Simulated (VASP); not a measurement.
# B7C (Im-3m) in VASP: notebook

The runs below take B7C through single point, relaxation of cell and atoms, with PBE.

Program: VASP 6.6.1. These are calculated values, not measurements. Logs are shortened: lines on timing, memory, paths and dates and some standing lists are left out, and cuts for length are marked.

### 1 The cell of the first run

The structure is cubic, space group Im-3m (No. 229). Conventional cell: a = 4.650 Å, b = 4.650 Å, c = 4.650 Å, α = 90.00°, β = 90.00°, γ = 90.00°. B (site symmetry 4/mmm) has 12 B at 2.01 to 2.33 Å and 2 C at 2.33 Å within 2.7 Å. B (site symmetry -3m) has 12 B at 2.01 to 2.33 Å and 2 C at 2.01 Å within 2.7 Å. Within 2.7 Å of C (site symmetry m-3m) lie 14 B at 2.01 to 2.33 Å.

### 2 Single point, PBE

Contents of INCAR:

```
PREC     = Accurate       # precision mode
ENCUT    = 520            # plane-wave cutoff, eV
EDIFF    = 1E-6           # SCF threshold, eV
ISMEAR   = 0              # smearing method
SIGMA    = 0.1            # smearing width, eV
LREAL    = F              # projectors in reciprocal space
LASPH    = T              # aspherical terms in the spheres
NELM     = 100            # most SCF steps
ALGO     = Normal         # electronic algorithm
ISIF     = 2              # what is computed and relaxed
LWAVE    = F              # write WAVECAR
LCHARG   = F              # write CHGCAR
GGA      = PE             # functional
NBANDS   = 22             # bands
```

Contents of KPOINTS:

```
Automatic mesh
0
Gamma
  12 12 12
```

Contents of POSCAR:

```
B7C
1.0
   -2.3250305704      2.3250305704      2.3250305704
    2.3250305704     -2.3250305704      2.3250305704
    2.3250305704      2.3250305704     -2.3250305704
B C
7 1
Direct
    0.0000000000      0.5000000000      0.5000000000
    0.5000000000      0.5000000000      0.0000000000
    0.5000000000      0.0000000000      0.5000000000
    0.0000000000      0.0000000000      0.5000000000
    0.0000000000      0.5000000000      0.0000000000
    0.5000000000      0.0000000000      0.0000000000
    0.5000000000      0.5000000000      0.5000000000
    0.0000000000      0.0000000000      0.0000000000
```

Potentials or basis: VASP PAW PBE potentials, release 64 (B, C).

The run is started by

```
$ cat potpaw_PBE.64/B/POTCAR potpaw_PBE.64/C/POTCAR > POTCAR
$ mpirun -np 1 vasp_std > vasp.out
```

OUTCAR:

```text
PREC = Accurate
   ENCUT = 520
   EDIFF = 1E-6
   ISMEAR = 0
   LREAL = F
   LASPH = T
   NELM = 100
   ISIF = 2
   GGA = PE

 ion  position               nearest neighbor table
   1  0.000  0.500  0.500-   4 2.01   5 2.01   6 2.01   7 2.01   5 2.01   4 2.01   7 2.01   6 2.01

   2  0.500  0.500  0.000-   4 2.01   5 2.01   6 2.01   7 2.01   7 2.01   6 2.01   5 2.01   4 2.01

   3  0.500  0.000  0.500-   4 2.01   5 2.01   6 2.01   7 2.01   6 2.01   7 2.01   4 2.01   5 2.01

   4  0.000  0.000  0.500-   1 2.01   2 2.01   3 2.01   8 2.01   8 2.01   1 2.01   3 2.01   2 2.01

   5  0.000  0.500  0.000-   1 2.01   2 2.01   3 2.01   8 2.01   1 2.01   8 2.01   2 2.01   3 2.01

   6  0.500  0.000  0.000-   1 2.01   2 2.01   3 2.01   8 2.01   3 2.01   2 2.01   8 2.01   1 2.01

   7  0.500  0.500  0.500-   1 2.01   2 2.01   3 2.01   8 2.01   2 2.01   3 2.01   1 2.01   8 2.01

   8  0.000  0.000  0.000-   4 2.01   5 2.01   6 2.01   7 2.01   4 2.01   5 2.01   6 2.01   7 2.01

  LATTYP: Found a body centered cubic cell.
 ALAT       =     4.6500611408

  Lattice vectors:

 A1 = (  -2.3250305704,   2.3250305704,   2.3250305704)
 A2 = (   2.3250305704,  -2.3250305704,   2.3250305704)
 A3 = (   2.3250305704,   2.3250305704,  -2.3250305704)

Analysis of symmetry for initial positions (statically):
=====================================================================
 Subroutine PRICEL returns:
 Original cell was already a primitive cell.

 Routine SETGRP: Setting up the symmetry group for a
 body centered cubic supercell.

 Subroutine GETGRP returns: Found 48 space group operations
 (whereof 48 operations were pure point group operations)
 out of a pool of 48 trial point group operations.

The static configuration has the point symmetry O_h .

Analysis of symmetry for dynamics (positions and initial velocities):
=====================================================================
 Subroutine PRICEL returns:
 Original cell was already a primitive cell.

 Routine SETGRP: Setting up the symmetry group for a
 body centered cubic supercell.

 Subroutine GETGRP returns: Found 48 space group operations
 (whereof 48 operations were pure point group operations)
 out of a pool of 48 trial point group operations.

The dynamic configuration has the point symmetry O_h .

 Subroutine INISYM returns: Found 48 space group operations
 (whereof 48 operations are pure point group operations),
 and found     1 'primitive' translations

----------------------------------------------------------------------------------------

                                     Primitive cell

  volume of cell :      50.2743

  direct lattice vectors                    reciprocal lattice vectors
    -2.325030570  2.325030570  2.325030570     0.000000000  0.215050936  0.215050936
     2.325030570 -2.325030570  2.325030570     0.215050936  0.000000000  0.215050936
     2.325030570  2.325030570 -2.325030570     0.215050936  0.215050936  0.000000000

  length of vectors
     4.027071077  4.027071077  4.027071077     0.304127950  0.304127950  0.304127950

  position of ions in fractional coordinates (direct lattice)
     0.000000000  0.500000000  0.500000000
     0.500000000  0.500000000  0.000000000
     0.500000000  0.000000000  0.500000000
     0.000000000  0.000000000  0.500000000
     0.000000000  0.500000000  0.000000000
     0.500000000  0.000000000  0.000000000
     0.500000000  0.500000000  0.500000000
     0.000000000  0.000000000  0.000000000

  ion indices of the primitive-cell ions
   primitive index   ion index
                 1           1
                 2           2
                 3           3
                 4           4
                 5           5
                 6           6
                 7           7
                 8           8

----------------------------------------------------------------------------------------

 KPOINTS: Automatic mesh

Automatic generation of k-mesh.
 Grid dimensions read from file:
 generate k-points for:   12   12   12

 Generating k-lattice:

  Cartesian coordinates                     Fractional coordinates (reciprocal lattice)
     0.000000000  0.017920911  0.017920911     0.083333333  0.000000000  0.000000000
     0.017920911  0.000000000  0.017920911     0.000000000  0.083333333  0.000000000
     0.017920911  0.017920911  0.000000000     0.000000000  0.000000000  0.083333333

  Length of vectors
     0.025343996  0.025343996  0.025343996

  Shift w.r.t. Gamma in fractional coordinates (k-lattice)
     0.000000000  0.000000000  0.000000000

 Subroutine IBZKPT returns following result:
 ===========================================

 Found     72 irreducible k-points:

 Following reciprocal coordinates:
            Coordinates               Weight
  0.000000  0.000000  0.000000      1.000000
  0.083333  0.000000  0.000000     12.000000
  0.166667  0.000000  0.000000     12.000000
  0.250000  0.000000  0.000000     12.000000
  0.333333  0.000000  0.000000     12.000000
  0.416667  0.000000  0.000000     12.000000
[... 16 lines left out ...]
  0.333333  0.083333  0.083333     24.000000
  0.416667  0.083333  0.083333     12.000000
 [... further k-points ...]
   k-points           NKPTS =     72   k-points in BZ     NKDIM =     72   number of bands    NBANDS=     22
   number of dos      NEDOS =    301   number of ions     NIONS =      8
   total plane-waves  NPLWV =  27000
   dimension x,y,z NGX =    30 NGY =   30 NGZ =   30
   dimension x,y,z NGXF=    60 NGYF=   60 NGZF=   60
   ions per type =               7   1
   NGX,Y,Z   is equivalent  to a cutoff of  12.38, 12.38, 12.38 a.u.
   NGXF,Y,Z  is equivalent  to a cutoff of  24.77, 24.77, 24.77 a.u.
 SYSTEM =  unknown system
   PREC   = accura    normal or accurate (medium, high low for compatibility)
   ISTART =      0    job   : 0-new  1-cont  2-samecut
   ICHARG =      2    charge: 1-file 2-atom 10-const
   ISPIN  =      1    spin polarized calculation?
   LNONCOLLINEAR =      F non collinear calculations
   LSORBIT =      F    spin-orbit coupling
   LASPH  =      T    aspherical Exc in radial PAW
   ENCUT  =  520.0 eV  38.22 Ry    6.18 a.u.   7.49  7.49  7.49*2*pi/ulx,y,z
   NELM   =    100;   NELMIN=  2; NELMDL= -5     # of ELM steps
   EDIFF  = 0.1E-05   stopping-criterion for ELM
   LREAL  =      F    real-space projection
   EDIFFG = 0.1E-04   stopping-criterion for IOM
   NSW    =      0    number of steps for IOM
   IBRION =     -1    ionic relax: 0-MD 1-quasi-New 2-CG
   NFREE  =      0    steps in history (QN), initial steepest desc. (CG)
   ISIF   =      2    stress and relaxation
   ISYM   =      2    0-nonsym 1-usesym 2-fastsym
   POTIM  = 0.5000    time-step for ionic-motion
   TEBEG  =    0.0;   TEEND  =   0.0 temperature during run
   PSTRESS=    0.0 pullay stress
   NELECT =      25.0000    total number of electrons
   NUPDOWN=      -1.0000    fix difference up-down
   EMIN   =  10.00;   EMAX   =-10.00  energy-range for DOS
   EFERMI =   0.00;   METHOD = LEGACY
   ISMEAR =     0;   SIGMA  =   0.10  broadening in eV -4-tet -1-fermi 0-gaus
   EFERMI_NEDOS =   21; number of points for ismear=-14 and -15
   IALGO  =     38    algorithm
   IMIX   =      4    mixing-type and parameters
     AMIX     =   0.40;   BMIX     =  1.00
     AMIX_MAG =   1.60;   BMIX_MAG =  1.00
  volume/ion in A,a.u.               =       6.28        42.41
  Fermi-wavevector in a.u.,A,eV,Ry     =   1.296999  2.450972 22.887793  1.682205
  Thomas-Fermi vector in A             =   2.428419
   LORBIT       =      0    0 simple, 1 ext, 2 COOP (PROOUT), +10 PAW based schemes
   GGA     = PE    functional components
   LHFCALC =     F    Hartree Fock is set to
   AEXX    =    0.0000 exact exchange contribution
   IVDW    =     0    specifies the selected vdW correction
   LEPSILON=     F    determine dielectric tensor
   LRPA    =     F    only Hartree local field effects (RPA)
 non-spin polarized calculation
 Gauss-broadening in eV      SIGMA  =   0.10
  energy-cutoff  :      520.00
  volume of cell :       50.27
 maximum number of plane-waves:      1409
 NGX is ok and might be reduce to    30
   NGX = 15   NGY = 15   NGZ = 15

 number of electron      25.0000000 magnetization

 Free energy of the ion-electron system (eV)
  ---------------------------------------------------
  ext. energy  EPLUGINS =         0.00000000
  ---------------------------------------------------
  free energy    TOTEN  =       -39.78473295 eV

  energy without entropy =      -39.77194720  energy(sigma->0) =      -39.77834008

 E-fermi :   9.5867     XC(G=0): -12.8401

 val. band max:        9.5857833967   @ k =   0.4167   0.0000   0.0000
 cond. band min:       9.5997500435   @ k =   0.1667   0.1667   0.0833
 fundamental gap:      0.0139666467
 Fermi energy:         9.5867409997

 k-point     1 :       0.0000    0.0000    0.0000
  band No.  band energies     occupation
      1      -9.0892      2.00000
      2       0.4580      2.00000
      3       0.4580      2.00000
      4       0.4580      2.00000
      5       0.8254      2.00000
      6       0.8254      2.00000
[... 14 lines left out ...]
     21      18.2862      0.00000
     22      18.4346      0.00000

 k-point     2 :       0.0833    0.0000    0.0000
  band No.  band energies     occupation
      1      -9.0128      2.00000
      2      -0.3651      2.00000
      3       0.3613      2.00000
      4       0.4279      2.00000
      5       0.4944      2.00000
      6       0.7165      2.00000
[... 14 lines left out ...]
     21      18.1416      0.00000
     22      18.3046      0.00000

 k-point     3 :       0.1667    0.0000    0.0000
  band No.  band energies     occupation
      1      -8.7841      2.00000
      2      -1.6207      2.00000
      3      -0.0885      2.00000
      4       0.1268      2.00000
      5       0.2445      2.00000
      6       0.4571      2.00000
[... 14 lines left out ...]
     21      17.5168      0.00000
     22      18.2007      0.00000
[... 476 lines left out ...]
 k-point    23 :       0.3333    0.0833    0.0833
  band No.  band energies     occupation
      1      -7.0959      2.00000
      2      -5.0559      2.00000
      3      -2.5104      2.00000
      4      -1.9493      2.00000
      5       1.0551      2.00000
      6       1.5044      2.00000
[... 14 lines left out ...]
     21      14.8755      0.00000
     22      17.9902      0.00000

 k-point    24 :       0.4167    0.0833    0.0833
  band No.  band energies     occupation
      1      -6.6115      2.00000
      2      -5.6791      2.00000
      3      -2.5911      2.00000
      4      -2.0166      2.00000
      5       1.0160      2.00000
      6       1.4896      2.00000
[... 14 lines left out ...]
     21      16.1064      0.00000
     22      16.4686      0.00000

 [... further k-points ...]
[... 5 lines left out ...]
  --------------------------------------------------------------------------------------
  -------------------------------------------------------------------------------------
  Total       -0.0224603     -0.0224603     -0.0224603      0.0000000     -0.0000000     -0.0000000
  in kB       -0.7157801     -0.7157801     -0.7157801      0.0000000     -0.0000000     -0.0000000
  external PRESSURE =      -0.7157801 kB  Pullay stress =       0.0000000 kB

 VOLUME and BASIS-vectors are now :
 -----------------------------------------------------------------------------
  energy-cutoff  :      520.00
  volume of cell :       50.27
      direct lattice vectors                 reciprocal lattice vectors
    -2.325030570  2.325030570  2.325030570     0.000000000  0.215050936  0.215050936
     2.325030570 -2.325030570  2.325030570     0.215050936  0.000000000  0.215050936
     2.325030570  2.325030570 -2.325030570     0.215050936  0.215050936  0.000000000

 POSITION                                       TOTAL-FORCE (eV/Angst)
 -----------------------------------------------------------------------------------
      2.32503      0.00000      0.00000        -0.000000      0.000000     -0.000000
      0.00000      0.00000      2.32503        -0.000000     -0.000000      0.000000
      0.00000      2.32503      0.00000         0.000000      0.000000      0.000000
      1.16252      1.16252     -1.16252         0.000000     -0.000000     -0.000000
      1.16252     -1.16252      1.16252        -0.000000     -0.000000      0.000000
     -1.16252      1.16252      1.16252        -0.000000      0.000000     -0.000000
      1.16252      1.16252      1.16252         0.000000     -0.000000     -0.000000
      0.00000      0.00000      0.00000         0.000000      0.000000      0.000000
 -----------------------------------------------------------------------------------
    total drift:                                0.000000      0.000000     -0.000000

  FREE ENERGIE OF THE ION-ELECTRON SYSTEM (eV)
  ---------------------------------------------------
  free  energy   TOTEN  =       -39.7847329536 eV

  energy  without entropy=      -39.7719471971  energy(sigma->0) =      -39.77834008
```

It took 56 s on 1 thread of Intel Xeon Platinum 8259CL at 2.50GHz (Skylake/Cascade Lake), shared host; peak memory 0.2 GiB.

What came out:

- Free energy: -39.7847 eV
- Pressure: -0.1 GPa

Levels at points of the mesh, in eV from the Fermi level:
```
           k point  band 11  band 12  band 13  band 14  band 15  band 16
(0.00, 0.00, 0.00)    -4.34    -4.34    -4.34     0.14     0.14     0.14
(0.50, 0.00, 0.00)    -0.42     0.79     0.82     0.89     0.90     1.88
(0.50, 0.50, 0.50)    -2.16    -2.16     0.15     2.66     4.47     4.47
```

### 3 Relaxation of cell and atoms, PBE

This run uses another cell than the first one, of 6.27 Å³/atom, 0.997 times its volume.

Contents of INCAR:

```
SYSTEM = B7C
PREC     = Accurate       ! precision mode
ENCUT    = 600            ! plane-wave cutoff, eV
EDIFF    = 1E-7           ! SCF threshold, eV
ISMEAR   = 0              ! smearing method
SIGMA    = 0.1            ! smearing width, eV
LREAL    = .False.        ! projectors in reciprocal space
LASPH    = .True.         ! aspherical terms in the spheres
NELM     = 100            ! most SCF steps
ALGO     = Normal         ! electronic algorithm
ISIF     = 3              ! what is computed and relaxed
LWAVE    = .False.        ! write WAVECAR
LCHARG   = .False.        ! write CHGCAR
GGA      = PE             ! functional
IBRION   = 2              ! ionic algorithm
NSW      = 100            ! ionic steps
EDIFFG   = -0.01          ! ionic threshold
```

Contents of KPOINTS:

```
Automatic mesh
0
Gamma
  12 12 12
  0 0 0
```

POSCAR, as its differences from that of step 2:

```diff
@@ -2,5 +2,5 @@
 1.0
-   -2.3250305704      2.3250305704      2.3250305704
-    2.3250305704     -2.3250305704      2.3250305704
-    2.3250305704      2.3250305704     -2.3250305704
+   -2.3229228910      2.3229228910      2.3229228910
+    2.3229228910     -2.3229228910      2.3229228910
+    2.3229228910      2.3229228910     -2.3229228910
 B C
```

Potentials or basis: VASP PAW PBE potentials, release 64 (B, C).

The run is started by

```
$ cat potpaw_PBE.64/B/POTCAR potpaw_PBE.64/C/POTCAR > POTCAR
$ mpirun -np 1 vasp_std > vasp.out
```

Wall time 66 s (1 thread of Intel Xeon Platinum 8259CL at 2.50GHz (Skylake/Cascade Lake), shared host); peak memory 0.21 GiB.

Results (log left out):

- Free energy: -39.7926 eV
- Relaxed volume: 6.28 Å³/atom
- Relaxed cell: a = 4.027 Å, b = 4.027 Å, c = 4.027 Å, α = 109.47°, β = 109.47°, γ = 109.47°
- Space group after relaxing (to 0.05 Å): Im-3m (No. 229)
- Energy gained by relaxing: 0.0 meV/atom
- Ionic steps: 2
- Pressure after relaxing: -0.1 GPa

The path:
```
step  energy change (eV)  largest force (eV/Å)  pressure (GPa)  volume (Å³)
   1              0.0000                0.0000            0.41        50.14
   2             -0.0001                0.0000           -0.09        50.26
```

Final structure:
```
CELL_PARAMETERS angstrom
-2.32473 2.32473 2.32473
2.32473 -2.32473 2.32473
2.32473 2.32473 -2.32473
ATOMIC_POSITIONS crystal
B 0.00000 0.50000 0.50000
B 0.50000 0.50000 0.00000
B 0.50000 0.00000 0.50000
B 0.00000 0.00000 0.50000
B 0.00000 0.50000 0.00000
B 0.50000 0.00000 0.00000
B 0.50000 0.50000 0.50000
C 0.00000 0.00000 0.00000
```

Levels at points of the mesh, in eV from the Fermi level:
| k point | band 10 | band 11 | band 12 | band 13 | band 14 | band 15 | band 16 | band 17 |
| --- | --- | --- | --- | --- | --- | --- | --- | --- |
| (0.00, 0.00, 0.00) | -4.38 | -4.34 | -4.34 | -4.34 | 0.14 | 0.14 | 0.14 | 7.17 |
| (0.50, 0.00, 0.00) | -3.03 | -0.42 | 0.79 | 0.82 | 0.89 | 0.90 | 1.88 | 2.60 |
| (0.50, 0.50, 0.50) | -2.16 | -2.16 | -2.16 | 0.15 | 2.67 | 4.47 | 4.47 | 4.47 |

### 4 Single point, PBE, collinear spin, ferromagnetic start

This run uses another cell than the first one, of 8.56 Å³/atom, 1.361 times its volume.

Contents of INCAR:

```
SYSTEM = B7C
ALGO     = Normal         ! electronic algorithm
EDIFF    = 1E-7           ! SCF threshold, eV
ENCUT    = 520            ! plane-wave cutoff, eV
GGA      = PE             ! functional
ISIF     = 2              ! what is computed and relaxed
ISMEAR   = 0              ! smearing method
ISPIN    = 2              ! spin polarisation
LASPH    = .True.         ! aspherical terms in the spheres
LCHARG   = .False.        ! write CHGCAR
LORBIT   = 11             ! projections on sites
LREAL    = .False.        ! projectors in reciprocal space
LWAVE    = .False.        ! write WAVECAR
MAGMOM   = 0 0 0 0 0 0 0 1 ! initial moments
NBANDS   = 26             ! bands
NELM     = 150            ! most SCF steps
PREC     = Accurate       ! precision mode
SIGMA    = 0.1            ! smearing width, eV
```

Contents of KPOINTS:

```
k-points
0
Gamma
  6 6 6
  0 0 0
```

POSCAR, as its differences from that of step 3:

```diff
@@ -2,5 +2,5 @@
 1.0
-   -2.3229228910      2.3229228910      2.3229228910
-    2.3229228910     -2.3229228910      2.3229228910
-    2.3229228910      2.3229228910     -2.3229228910
+   -2.5769111000      2.5769111000      2.5769111000
+    2.5769111000     -2.5769111000      2.5769111000
+    2.5769111000      2.5769111000     -2.5769111000
 B C
```

The run is started by

```
$ cat potpaw_PBE.64/B/POTCAR potpaw_PBE.64/C/POTCAR > POTCAR
$ mpirun -np 1 vasp_std > vasp.out
```

Wall time 57 s (1 thread of Intel Xeon Platinum 8259CL at 2.50GHz (Skylake/Cascade Lake), shared host); peak memory 0.24 GiB.

It converged, with:

```yaml
Free_energy: -37.1537 eV
Pressure: -34.3 GPa
Net_moment: 0.00 μB per cell
Valence_electrons_inside_the_program's_atomic_spheres: B 1.48, 1.45; C 2.09
```

Levels at points of the mesh, in eV from the Fermi level:
Spin up:
```
           k point  band 9  band 10  band 11  band 12  band 13  band 14  band 15  band 16  band 17  band 18
(0.00, 0.00, 0.00)   -4.12    -4.12    -4.11    -4.11    -4.11     0.41     0.41     0.41     5.35     5.56
(0.50, 0.00, 0.00)   -3.51    -2.64     0.08     0.15     1.02     1.18     1.24     1.30     1.32     1.64
(0.50, 0.50, 0.50)   -1.65    -1.56    -1.08    -1.08    -1.08     0.40     3.62     3.62     3.62     5.23
```
Spin down:
```
           k point  band 11  band 12  band 13  band 14  band 15  band 16
(0.00, 0.00, 0.00)    -4.11    -4.11    -4.11     0.41     0.41     0.41
(0.50, 0.00, 0.00)     0.08     0.15     1.02     1.18     1.24     1.30
(0.50, 0.50, 0.50)    -1.08    -1.08    -1.08     0.40     3.62     3.62
```

### 5 Overview

```tsv
task	spin	cell	k mesh	cutoff (eV)	gap on the mesh (eV)	pressure (GPa)
single point	off	a = 4.027 Å, angles 109.5°, 8 atoms	12 × 12 × 12	520	none	-0.1
relaxation of cell and atoms	off	relaxed from a = 4.023 Å, angles 109.5°, 8 atoms	12 × 12 × 12	600	none	-0.1
single point	collinear, ferromagnetic start	a = 4.463 Å, angles 109.5°, 8 atoms	6 × 6 × 6	520	none	-34.3
```

Alike in all rows: level PBE; potentials or basis VASP PAW PBE potentials, release 64 (B, C); smearing gaussian 0.1 eV.

Total energies depend on the potentials used, so only differences within one code and one set of settings carry meaning.
